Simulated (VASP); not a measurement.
Set up this calculation in VASP 6.6.1, as the native input.

```
Task                   : relaxation of shape and atoms at fixed volume
Functional             : PBE
Potentials or basis    : VASP PAW PBE potentials, release 64 (C)
Cutoff                 : 600 eV
k mesh                 : 12 × 12 × 2
Occupations            : gaussian, width 0.02 eV
Spin                   : no spin polarisation
Dipole correction      : no
Further INCAR settings : ALGO = Normal; EDIFF = 1e-06; IBRION = 2; EDIFFG = -0.01; NSW = 50; ISIF = 4
```

The structure of C lies in POSCAR:

```
C
1.0
    2.6019199565      0.0000000000      0.0000000000
   -1.3009599783      2.2533287810      0.0000000000
    0.0000000000      0.0000000000     12.8293141442
C
12
Direct
    0.0000000000      0.0000000000      0.1867880591
    0.0000000000      0.0000000000      0.6867880591
    0.0000000000      0.0000000000      0.3132119409
    0.0000000000      0.0000000000      0.8132119409
    0.3333333333      0.6666666667      0.5207550536
    0.6666666667      0.3333333333      0.0207550536
    0.3333333333      0.6666666667      0.9792449464
    0.6666666667      0.3333333333      0.4792449464
    0.3333333333      0.6666666667      0.6450907780
    0.6666666667      0.3333333333      0.1450907780
    0.3333333333      0.6666666667      0.8549092220
    0.6666666667      0.3333333333      0.3549092220
```

These files were run (other wordings do the same):

INCAR

```
SYSTEM = C
  PREC = Accurate
  ENCUT = 600
  EDIFF = 1E-6
  ISMEAR = 0
  SIGMA = 0.02
  LREAL = .False.
  LASPH = .True.
  NELM = 60
  ALGO = Normal
  ISIF = 4
  LWAVE = .False.
  LCHARG = .False.
  GGA = PE
  IBRION = 2
  NSW = 50
  EDIFFG = -0.01
```

KPOINTS

```
Automatic mesh
0
Gamma
  12 12 2
  0 0 0
```

Potentials or basis: VASP PAW PBE potentials, release 64 (C).

The run is started by

```console
$ cat potpaw_PBE.64/C/POTCAR > POTCAR
$ mpirun -np 1 vasp_std > vasp.out
```

Results of the run:

```json
{
 "Energy gained by relaxing": "0.0 meV/atom",
 "Ionic steps": "3",
 "Pressure after relaxing": "-34.7 GPa",
 "Largest force after relaxing": "0.005 eV/Å",
 "Band gap on the k mesh": "4.19 eV (least direct gap 5.17 eV)"
}
```

Run time: 4.8 min on 1 thread of Intel Xeon 8259CL, with other jobs on the host, peak memory 0.27 GiB.
